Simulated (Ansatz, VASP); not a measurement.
**BaTiO3 in VASP and in Ansatz**

```xyz
5
Lattice="3.8646 0.0000 0.0000 0.0000 2.7519 2.8458 0.0000 -2.7519 2.8458" Properties=species:S:1:pos:R:3 pbc="T T T"
Ba    0.0000    0.0000    0.0000
Ti    1.9323    0.0000    2.8908
O     0.0000    0.0000    2.8008
O     1.9323   -1.3518    4.2579
O     1.9323    1.3518    4.2579
```

Change from the starting cell: equal xx and yy strain of -3 %.

Alike in both runs: task single point; functional PBEsol; k mesh 8 × 8 × 8; occupations fermi-dirac, width 0.05 eV; no spin polarisation.

```csv
,VASP,Ansatz
version,VASP 6.6.1,Ansatz 0.2.0
potentials or method,"VASP PAW PBE potentials, release 64 (Ba_sv, Ti_sv, O), cutoff 520 eV","all-electron LAPW, scalar-relativistic"
```

Ansatz gave:

| Quantity | Value |
| --- | --- |
| pressure (GPa) | 7.0 |
| traceless stress, the component that is largest in VASP (GPa) | -6.06 |
| rms of the force components (eV/Å) | 0.069 |

Which values does VASP return?

Pressure (GPa): 9.3; traceless stress, the component that is largest in VASP (GPa): -6.24; rms of the force components (eV/Å): 0.069.

VASP's potentials were made for PBE, not for PBEsol. Atom by atom the forces differ by 0.010 eV/Å (rms over components). Ansatz ran all-electron here, and VASP with PAW potentials.

Neither program's run includes spin-orbit coupling.
